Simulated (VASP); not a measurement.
Input of a VASP 6.6.1 run:

File POSCAR:

```
Li
1.0
    0.0000000000      1.9824055785      1.9824055785
    1.9824055785      0.0000000000      1.9824055785
    1.9824055785      1.9824055785      0.0000000000
Li
1
Direct
    0.0000000000      0.0000000000      0.0000000000
```

File INCAR.step1:

```
SYSTEM = Li
PREC = Accurate
ENCUT = 600
ISMEAR = 0
SIGMA = 0.1
LREAL = .FALSE.
LASPH = .TRUE.
NELM = 100
GGA = PE
ALGO = Normal
EDIFF = 1E-4
LWAVE = .TRUE.
LCHARG = .FALSE.
```

The input INCAR.step2:

```
SYSTEM = Li
PREC = Accurate
ENCUT = 600
EDIFF = 1E-7
ISMEAR = 0
SIGMA = 0.1
LREAL = .FALSE.
LASPH = .TRUE.
NELM = 100
ALGO = Normal
ISIF = 3
LWAVE = .FALSE.
LCHARG = .FALSE.
METAGGA = R2SCAN
LMIXTAU = .TRUE.
IBRION = 2
NSW = 70
EDIFFG = -0.008
PSTRESS = 120.0
ISTART = 1
```

Contents of KPOINTS:

```
Automatic mesh
0
G
  18 18 18
  0 0 0
```

Potentials or basis: VASP PAW PBE potentials, release 64 (Li_sv).

Command:

```sh
$ cat potpaw_PBE.64/Li_sv/POTCAR > POTCAR
$ cp INCAR.step1 INCAR
$ mpirun -np 1 vasp_std > vasp.out
$ cp INCAR.step2 INCAR
$ mpirun -np 1 vasp_std > vasp.out
```

What does it give for the relaxed volume?

13.56 Å³/atom.

Estimate the relaxed cell.

a = 2.676 Å, b = 2.676 Å, c = 2.676 Å, α = 60.00°, β = 60.00°, γ = 60.00°.

Predict the space group after relaxing (to 0.05 Å).

Fm-3m (No. 225).

The path:
```tsv
step	energy change (eV)	largest force (eV/Å)	pressure (GPa)	volume (Å³)
1	0.0000	0.0000	6.30	15.58
2	0.0584	0.0000	9.40	14.36
3	0.0973	0.0000	11.30	13.76
4	0.1122	0.0000	11.91	13.56
```

Caveat: the cutoff is under 1.25 times the usual one of these potentials, so pressure, stress and relaxed cells hold a basis-set (Pulay) error; the cell is relaxed towards a set pressure, so the enthalpy falls and the energy may rise; the PAW data sets were made with another functional, which shifts forces and pressure a little.
